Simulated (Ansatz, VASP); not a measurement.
**Hg in VASP and in Ansatz**

Contents of INCAR:

```
ALGO = Normal
EDIFF = 1E-7
ENCUT = 520
GGA = PE
ISIF = 2
ISMEAR = -1
LASPH = True
LCHARG = False
LREAL = False
LWAVE = False
NBANDS = 12
NELM = 80
PREC = Accurate
SIGMA = 0.08
```

File KPOINTS:

```
k-points
0
Gamma
  12 12 12
```

POSCAR

```
Hg
1.0
    2.8541628078      0.0000000000      0.0000000000
    0.0000000000      2.8541628078      0.0000000000
    0.0000000000      0.0000000000      2.8541628078
Hg
1
Direct
    0.0000000000      0.0000000000      0.0000000000
```

Input for Ansatz:

```yaml
crystal:
  lattice:
    - [2.8541628078, 0.0, 0.0]
    - [0.0, 2.8541628078, 0.0]
    - [0.0, 0.0, 2.8541628078]
  atoms:
    - { symbol: Hg, position: [0.0, 0.0, 0.0] }
kpoints:
  mp_grid: { grid: [12, 12, 12] }
scf:
  occupations: { method: fermi_dirac, width: 0.08 }
hamiltonian:
  xc: pbe
  pseudopotentials: { kind: paw }
output:
  forces: true
  stress: true
  eigenvalues: true
  populations: true
  write_density: true
  write_potential: true
  elf: true
  volumetric_format: npy
```

Change from the starting cell: volume scaled by 0.78, PAW files.

Alike in both runs: task single point; functional PBE; k mesh 12 × 12 × 12; occupations fermi-dirac, width 0.08 eV; no spin polarisation.

|  | VASP | Ansatz |
| --- | --- | --- |
| version | VASP 6.6.1 | Ansatz 0.2.0 |
| potentials or method | VASP PAW PBE potentials, release 64 (Hg) | PAW with Ansatz's default frozen-core files, scalar-relativistic |
| plane-wave cutoff (eV) | 520 | 420 |
| valence electrons in the cell | 12 | 20 |

```tsv
	VASP	Ansatz	Ansatz less VASP
pressure (GPa)	11.5	10.9	-0.66
```

With one functional, cell and mesh, what is left measures potentials, basis and numerics. VASP's potentials hold 12 valence electrons a cell and Ansatz's 20, so a difference there can come from the potentials and not from the codes.

Neither program's run includes spin-orbit coupling.
